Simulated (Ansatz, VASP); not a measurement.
One calculation of Bi, two programs

```xyz
2
Lattice="4.5390 0.0000 0.0000 -2.2695 3.9309 0.0000 0.0000 0.0000 11.8290" Properties=species:S:1:pos:R:3 pbc="T T T"
Bi    0.0000    2.6206    2.9573
Bi    2.2695    1.3103    8.8718
```

Alike in both runs: task single point; functional PBEsol; k mesh 9 × 9 × 3; occupations fermi-dirac, width 0.03 eV; no spin polarisation.

|  | VASP | Ansatz |
| --- | --- | --- |
| version | VASP 6.6.1 | Ansatz 0.2.0 |
| potentials or method | VASP PAW PBE potentials, release 64 (Bi_d), cutoff 520 eV | all-electron LAPW, scalar-relativistic |

|  | VASP | Ansatz | Ansatz less VASP |
| --- | --- | --- | --- |
| pressure (GPa) | -3.6 | -3.5 | +0.03 |
| traceless stress, the component that is largest in VASP (GPa) | 3.16 | 3.16 | 0.000 |

VASP's potentials were made for PBE, not for PBEsol. Ansatz ran all-electron here, and VASP with PAW potentials.

Spin-orbit coupling is off throughout.
